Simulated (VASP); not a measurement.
Set up this calculation in VASP 6.6.1, as the native input.

```yaml
Task: single point
Functional: LDA
Potentials_or_basis: VASP PAW LDA potentials, release 64 (Ge_d)
Cutoff: 520 eV
k_mesh: 12 × 12 × 1
Occupations: gaussian, width 0.1 eV
Spin: no spin polarisation
Dipole_correction: yes
Further_INCAR_settings: ALGO = Normal; EDIFF = 1e-06; NBANDS = 21
```

The structure of Ge lies in POSCAR:

```
Ge
1.0
    4.0220000000      0.0000000000      0.0000000000
   -2.0110000000      3.4831541740      0.0000000000
    0.0000000000      0.0000000000     28.0000000000
Ge
2
Direct
    0.3333333333      0.6666666667      0.5101964286
    0.6666666667      0.3333333333      0.4898035714
```

These files were run (other wordings do the same):

INCAR

```
SYSTEM = Ge
PREC = Accurate ; ENCUT = 520
EDIFF = 1E-6 ; ISMEAR = 0
SIGMA = 0.1 ; LREAL = .FALSE.
LASPH = .TRUE. ; NELM = 100
ALGO = Normal ; ISIF = 2
LWAVE = .FALSE. ; LCHARG = .TRUE.
LDIPOL = .TRUE. ; IDIPOL = 3
DIPOL = 0.5 0.5 0.500 ; LELF = .TRUE.
LVHAR = .TRUE. ; LVACPOTAV = .TRUE.
NBANDS = 21
```

KPOINTS

```
Automatic mesh
0
G
  12 12 1
  0 0 0
```

Potentials or basis: VASP PAW LDA potentials, release 64 (Ge_d).

Launch:

```bash
$ cat potpaw_LDA.64/Ge_d/POTCAR > POTCAR
$ mpirun -np 1 vasp_std > vasp.out
```

It gave:

* Largest force: 0.135 eV/Å
* Band gap on the k mesh: zero (filled and empty bands touch)
* Work function of the upper face: 4.71 eV
* Work function of the lower face: 4.71 eV

It took 4 min on 1 thread of Intel(R) Xeon(R) Platinum 8375C CPU @ 2.90GHz (Ice Lake), with other jobs on the host, peak memory 0.4 GiB.
